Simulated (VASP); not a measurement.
# LiF (Fm-3m) in VASP: single point with PBE-based screened hybrid with 25 % exact exchange

Aim: the single point of LiF with PBE-based screened hybrid with 25 % exact exchange.

Program: VASP 6.6.1. These are calculated values, not measurements. Logs are shortened: lines on timing, memory, paths and dates and some standing lists are left out, and cuts for length are marked.

## 1. The cell of the first run

The structure is cubic, space group Fm-3m (No. 225). Conventional cell: a = 4.028 Å, b = 4.028 Å, c = 4.028 Å, α = 90.00°, β = 90.00°, γ = 90.00°. Within 2.7 Å of F (site symmetry m-3m) lie 6 Li at 2.01 Å. Li (site symmetry m-3m) has 6 F at 2.01 Å within 2.7 Å.

## 2. Single point, PBE-based screened hybrid with 25 % exact exchange

The input, POSCAR:

```
LiF
1.0
    0.0000000000      2.0140000000      2.0140000000
    2.0140000000      0.0000000000      2.0140000000
    2.0140000000      2.0140000000      0.0000000000
F Li
1 1
Direct
    0.5000000000      0.5000000000      0.5000000000
    0.0000000000      0.0000000000      0.0000000000
```

The input, INCAR.step1:

```
SYSTEM = LiF
PREC = Accurate
ENCUT = 520
EDIFF = 1E-5
ISMEAR = -1
SIGMA = 0.05
LREAL = .FALSE.
LASPH = .TRUE.
NELM = 100
ALGO = Normal
ISIF = 2
LWAVE = .TRUE.
NBANDS = 12
GGA = PE
```

The input, INCAR.step2:

```
SYSTEM = LiF
PREC = Accurate
ENCUT = 520
EDIFF = 1E-6
ISMEAR = -1
SIGMA = 0.05
LREAL = .FALSE.
LASPH = .TRUE.
NELM = 100
ALGO = Normal
ISIF = 2
LWAVE = .FALSE.
LCHARG = .TRUE.
GGA = PE
LHFCALC = .TRUE.
AEXX = 0.25
HFSCREEN = 0.4
PRECFOCK = Normal
LELF = .TRUE.
LVHAR = .TRUE.
NBANDS = 12
ISTART = 1
```

The input, KPOINTS:

```
regular mesh
0
G
  6 6 6
  0 0 0
```

Potentials or basis: VASP PAW PBE potentials, release 64 (F, Li_sv).

Run with:

```sh
cat potpaw_PBE.64/F/POTCAR potpaw_PBE.64/Li_sv/POTCAR > POTCAR
cp INCAR.step1 INCAR
mpirun -np 1 vasp_std > vasp.out
cp INCAR.step2 INCAR
mpirun -np 1 vasp_std > vasp.out
```

OUTCAR:

```text
SYSTEM = LiF
   PREC = Accurate
   ENCUT = 520
   EDIFF = 1E-6
   ISMEAR = -1
   LREAL = .FALSE.
   LASPH = .TRUE.
   NELM = 100
   ISIF = 2
   GGA = PE
   LHFCALC = .TRUE.
   AEXX = 0.25
   HFSCREEN = 0.4
   PRECFOCK = Normal
   ISTART = 1

 ion  position               nearest neighbor table
   1  0.500  0.500  0.500-   2 2.01   2 2.01   2 2.01   2 2.01   2 2.01   2 2.01
   2  0.000  0.000  0.000-   1 2.01   1 2.01   1 2.01   1 2.01   1 2.01   1 2.01

  LATTYP: Found a face centered cubic cell.
 ALAT       =     4.0280000000

  Lattice vectors:

 A1 = (   0.0000000000,   2.0140000000,   2.0140000000)
 A2 = (   2.0140000000,   0.0000000000,   2.0140000000)
 A3 = (   2.0140000000,   2.0140000000,   0.0000000000)

Analysis of symmetry for initial positions (statically):
=====================================================================
 Subroutine PRICEL returns:
 Original cell was already a primitive cell.

 Routine SETGRP: Setting up the symmetry group for a
 face centered cubic supercell.

 Subroutine GETGRP returns: Found 48 space group operations
 (whereof 48 operations were pure point group operations)
 out of a pool of 48 trial point group operations.

The static configuration has the point symmetry O_h .

Analysis of symmetry for dynamics (positions and initial velocities):
=====================================================================
 Subroutine PRICEL returns:
 Original cell was already a primitive cell.

 Routine SETGRP: Setting up the symmetry group for a
 face centered cubic supercell.

 Subroutine GETGRP returns: Found 48 space group operations
 (whereof 48 operations were pure point group operations)
 out of a pool of 48 trial point group operations.

The dynamic configuration has the point symmetry O_h .

 Subroutine INISYM returns: Found 48 space group operations
 (whereof 48 operations are pure point group operations),
 and found     1 'primitive' translations

----------------------------------------------------------------------------------------

                                     Primitive cell

  volume of cell :      16.3384

  direct lattice vectors                    reciprocal lattice vectors
     0.000000000  2.014000000  2.014000000    -0.248262165  0.248262165  0.248262165
     2.014000000  0.000000000  2.014000000     0.248262165 -0.248262165  0.248262165
     2.014000000  2.014000000  0.000000000     0.248262165  0.248262165 -0.248262165

  length of vectors
     2.848226115  2.848226115  2.848226115     0.430002683  0.430002683  0.430002683

  position of ions in fractional coordinates (direct lattice)
     0.500000000  0.500000000  0.500000000
     0.000000000  0.000000000  0.000000000

  ion indices of the primitive-cell ions
   primitive index   ion index
                 1           1
                 2           2

----------------------------------------------------------------------------------------

 KPOINTS: regular mesh

Automatic generation of k-mesh.
 Grid dimensions read from file:
 generate k-points for:    6    6    6

 Generating k-lattice:

  Cartesian coordinates                     Fractional coordinates (reciprocal lattice)
    -0.041377027  0.041377027  0.041377027     0.166666667  0.000000000  0.000000000
     0.041377027 -0.041377027  0.041377027     0.000000000  0.166666667  0.000000000
     0.041377027  0.041377027 -0.041377027     0.000000000  0.000000000  0.166666667

  Length of vectors
     0.071667114  0.071667114  0.071667114

  Shift w.r.t. Gamma in fractional coordinates (k-lattice)
     0.000000000  0.000000000  0.000000000

 Subroutine IBZKPT returns following result:
 ===========================================

 Found     16 irreducible k-points:

 Following reciprocal coordinates:
            Coordinates               Weight
  0.000000  0.000000  0.000000      1.000000
  0.166667  0.000000  0.000000      8.000000
  0.333333  0.000000  0.000000      8.000000
  0.500000  0.000000  0.000000      4.000000
  0.166667  0.166667  0.000000      6.000000
  0.333333  0.166667  0.000000     24.000000
[... 8 lines left out ...]
 -0.333333  0.333333  0.166667     24.000000
 -0.333333  0.500000  0.166667     12.000000
   k-points           NKPTS =     16   k-points in BZ     NKDIM =    216   number of bands    NBANDS=     12
   number of dos      NEDOS =    301   number of ions     NIONS =      2
   total plane-waves  NPLWV =  13824
   dimension x,y,z NGX =    24 NGY =   24 NGZ =   24
   dimension x,y,z NGXF=    48 NGYF=   48 NGZF=   48
   ions per type =               1   1
   NGX,Y,Z   is equivalent  to a cutoff of  14.01, 14.01, 14.01 a.u.
   NGXF,Y,Z  is equivalent  to a cutoff of  28.02, 28.02, 28.02 a.u.
 SYSTEM =  LiF
   PREC   = accura    normal or accurate (medium, high low for compatibility)
   ISTART =      1    job   : 0-new  1-cont  2-samecut
   ICHARG =      0    charge: 1-file 2-atom 10-const
   ISPIN  =      1    spin polarized calculation?
   LNONCOLLINEAR =      F non collinear calculations
   LSORBIT =      F    spin-orbit coupling
   LASPH  =      T    aspherical Exc in radial PAW
   ENCUT  =  520.0 eV  38.22 Ry    6.18 a.u.   5.30  5.30  5.30*2*pi/ulx,y,z
   NELM   =    100;   NELMIN=  2; NELMDL=  0     # of ELM steps
   EDIFF  = 0.1E-05   stopping-criterion for ELM
   LREAL  =      F    real-space projection
   EDIFFG = 0.1E-04   stopping-criterion for IOM
   NSW    =      0    number of steps for IOM
   IBRION =     -1    ionic relax: 0-MD 1-quasi-New 2-CG
   NFREE  =      0    steps in history (QN), initial steepest desc. (CG)
   ISIF   =      2    stress and relaxation
   ISYM   =      3    0-nonsym 1-usesym 2-fastsym
   POTIM  = 0.5000    time-step for ionic-motion
   TEBEG  =    0.0;   TEEND  =   0.0 temperature during run
   PSTRESS=    0.0 pullay stress
   NELECT =      10.0000    total number of electrons
   NUPDOWN=      -1.0000    fix difference up-down
   EMIN   =  10.00;   EMAX   =-10.00  energy-range for DOS
   EFERMI =   0.00;   METHOD = LEGACY
   ISMEAR =    -1;   SIGMA  =   0.05  broadening in eV -4-tet -1-fermi 0-gaus
   EFERMI_NEDOS =   21; number of points for ismear=-14 and -15
   IALGO  =     38    algorithm
   IMIX   =      1    mixing-type and parameters
     AMIX     =   0.40;   BMIX     =  1.00
     AMIX_MAG =   1.60;   BMIX_MAG =  1.00
  volume/ion in A,a.u.               =       8.17        55.13
  Fermi-wavevector in a.u.,A,eV,Ry     =   1.389970  2.626662 26.286674  1.932016
  Thomas-Fermi vector in A             =   2.513950
   LORBIT       =      0    0 simple, 1 ext, 2 COOP (PROOUT), +10 PAW based schemes
   GGA     = PE    functional components
   LHFCALC =     T    Hartree Fock is set to
   PRECFOCK=normal    Normal, Fast or Accurate (Low or Medium for compatibility)
   ENCUT4O =  -1.0   cutoff for four orbital integrals eV
   NKREDX  =     1    reduce k-point grid by
   NKREDY  =     1    reduce k-point grid by
   NKREDZ  =     1    reduce k-point grid by
   AEXX    =    0.2500 exact exchange contribution
   HFSCREEN=    0.4000 screening length (either q_TF or 0.3 A-1)
   HFSCREENC=   0.4000 screening length for correlation (either q_TF or 0.3 A-1)
   ENCUTFOCK=  -1.0 apply spherical cutoff to Coloumb kernel
   IVDW    =     0    specifies the selected vdW correction
   LEPSILON=     F    determine dielectric tensor
   LRPA    =     F    only Hartree local field effects (RPA)
 non-spin polarized calculation
  energy-cutoff  :      520.00
  volume of cell :       16.34
 maximum number of plane-waves:       459
 NGX is ok and might be reduce to    24
  NGX = 16; NGY = 16; NGZ = 16

 number of electron       9.9999992 magnetization

 Free energy of the ion-electron system (eV)
  ---------------------------------------------------
  ext. energy  EPLUGINS =         0.00000000
  ---------------------------------------------------
  free energy    TOTEN  =       -11.01952282 eV

  energy without entropy =      -11.01952282  energy(sigma->0) =      -11.01952282

 E-fermi :  -1.1569     XC(G=0):  -8.4676

 val. band max:       -2.3955396337   @ k =   0.0000   0.0000   0.0000
 cond. band min:       8.4292449674   @ k =   0.0000   0.0000   0.0000
 fundamental gap:     10.8247846011
 Fermi energy:        -1.1568829831

 k-point     1 :       0.0000    0.0000    0.0000
  band No.  band energies     occupation
      1     -45.3191      2.00000
      2     -23.9072      2.00000
      3      -2.3955      2.00000
      4      -2.3955      2.00000
      5      -2.3955      2.00000
      6       8.4292      0.00000
      7      23.5742      0.00000
      8      23.5742      0.00000
      9      23.5743      0.00000
     10      23.8268      0.00000
     11      23.8268      0.00000
     12      23.8268      0.00000

 k-point     2 :       0.1667    0.0000    0.0000
  band No.  band energies     occupation
      1     -45.3043      2.00000
      2     -23.7994      2.00000
      3      -3.1355      2.00000
      4      -2.4596      2.00000
      5      -2.4596      2.00000
      6       9.1615      0.00000
      7      19.0425      0.00000
      8      21.2485      0.00000
      9      21.2485      0.00000
     10      25.5682      0.00000
     11      25.7745      0.00000
     12      25.7745      0.00000

 k-point     3 :       0.3333    0.0000    0.0000
  band No.  band energies     occupation
      1     -45.2745      2.00000
      2     -23.5728      2.00000
      3      -4.4254      2.00000
      4      -2.5826      2.00000
      5      -2.5826      2.00000
      6      10.0608      0.00000
      7      16.6427      0.00000
      8      19.1548      0.00000
      9      19.1548      0.00000
     10      27.8702      0.00000
     11      28.6595      0.00000
     12      28.6595      0.00000

 k-point     4 :       0.5000    0.0000    0.0000
  band No.  band energies     occupation
      1     -45.2596      2.00000
      2     -23.4535      2.00000
      3      -5.0091      2.00000
      4      -2.6417      2.00000
      5      -2.6417      2.00000
      6      10.1387      0.00000
      7      16.3816      0.00000
      8      18.3820      0.00000
      9      18.3820      0.00000
     10      30.0689      0.00000
     11      30.8308      0.00000
     12      30.8309      0.00000

 k-point     5 :       0.1667    0.1667    0.0000
  band No.  band energies     occupation
      1     -45.2995      2.00000
      2     -23.7568      2.00000
      3      -3.1007      2.00000
      4      -2.6625      2.00000
      5      -2.6625      2.00000
      6       9.5633      0.00000
      7      19.8983      0.00000
      8      20.7450      0.00000
      9      20.8480      0.00000
     10      20.8480      0.00000
     11      29.0651      0.00000
     12      29.0651      0.00000
[... 108 lines left out ...]
      1     -45.2437      2.00000
      2     -23.1852      2.00000
      3      -5.4680      2.00000
      4      -3.4315      2.00000
      5      -3.4315      2.00000
      6      14.3809      0.00000
      7      15.8064      0.00000
      8      16.9845      0.00000
      9      19.9105      0.00000
     10      19.9105      0.00000
     11      33.2228      0.00000
     12      38.0927      0.00000

 k-point    14 :       0.5000    0.3333    0.1667
  band No.  band energies     occupation
      1     -45.2563      2.00000
      2     -23.3697      2.00000
      3      -4.5612      2.00000
      4      -3.6794      2.00000
      5      -2.9385      2.00000
      6      12.2521      0.00000
      7      15.3765      0.00000
      8      18.3820      0.00000
      9      19.2567      0.00000
     10      24.0615      0.00000
     11      30.4511      0.00000
     12      34.2070      0.00000

 k-point    15 :      -0.3333    0.3333    0.1667
  band No.  band energies     occupation
      1     -45.2470      2.00000
      2     -23.2732      2.00000
      3      -4.6744      2.00000
      4      -4.0988      2.00000
      5      -3.0544      2.00000
      6      12.9873      0.00000
      7      14.8966      0.00000
      8      18.1062      0.00000
      9      18.8412      0.00000
     10      26.7996      0.00000
     11      27.6305      0.00000
     12      35.2366      0.00000

 k-point    16 :      -0.3333    0.5000    0.1667
  band No.  band energies     occupation
      1     -45.2430      2.00000
      2     -23.2046      2.00000
      3      -5.0095      2.00000
      4      -3.9970      2.00000
      5      -3.2839      2.00000
      6      14.4210      0.00000
      7      14.8916      0.00000
      8      16.9717      0.00000
      9      19.1240      0.00000
     10      23.5352      0.00000
     11      31.1985      0.00000
     12      33.7615      0.00000

------------------------ aborting loop because EDIFF is reached ----------------------------------------

  FORCE on cell =-STRESS in cart. coord.  units (eV):
  Direction    XX          YY          ZZ          XY          YZ          ZX
  --------------------------------------------------------------------------------------
  -------------------------------------------------------------------------------------
  Total       -0.0971139     -0.0971139     -0.0971139     -0.0000000      0.0000000      0.0000000
  in kB       -9.5232101     -9.5232101     -9.5232101     -0.0000000      0.0000000      0.0000000
  external PRESSURE =      -9.5232101 kB  Pullay stress =       0.0000000 kB

 VOLUME and BASIS-vectors are now :
 -----------------------------------------------------------------------------
  energy-cutoff  :      520.00
  volume of cell :       16.34
      direct lattice vectors                 reciprocal lattice vectors
     0.000000000  2.014000000  2.014000000    -0.248262165  0.248262165  0.248262165
     2.014000000  0.000000000  2.014000000     0.248262165 -0.248262165  0.248262165
     2.014000000  2.014000000  0.000000000     0.248262165  0.248262165 -0.248262165

 POSITION                                       TOTAL-FORCE (eV/Angst)
 -----------------------------------------------------------------------------------
      2.01400      2.01400      2.01400        -0.000000      0.000000     -0.000000
      0.00000      0.00000      0.00000         0.000000     -0.000000      0.000000
 -----------------------------------------------------------------------------------
    total drift:                               -0.000000     -0.000000     -0.000000

  FREE ENERGIE OF THE ION-ELECTRON SYSTEM (eV)
  ---------------------------------------------------
  free  energy   TOTEN  =       -11.0195228225 eV

  energy  without entropy=      -11.0195228225  energy(sigma->0) =      -11.01952282
```

Run time: 2.8 min. Hardware: 1 thread of Intel Xeon Platinum 8488C (Sapphire Rapids), shared host; peak memory 0.23 GiB.

What came out:

```yaml
Free_energy: -11.0195 eV
Band_gap_on_the_k_mesh: 10.82 eV
```

Caveat: the k points lie up to 0.45 Å⁻¹ apart; the cutoff is under 1.25 times the usual one of these potentials, so pressure, stress and relaxed cells hold a basis-set (Pulay) error; the PAW data sets were made with another functional, which shifts forces and pressure a little.
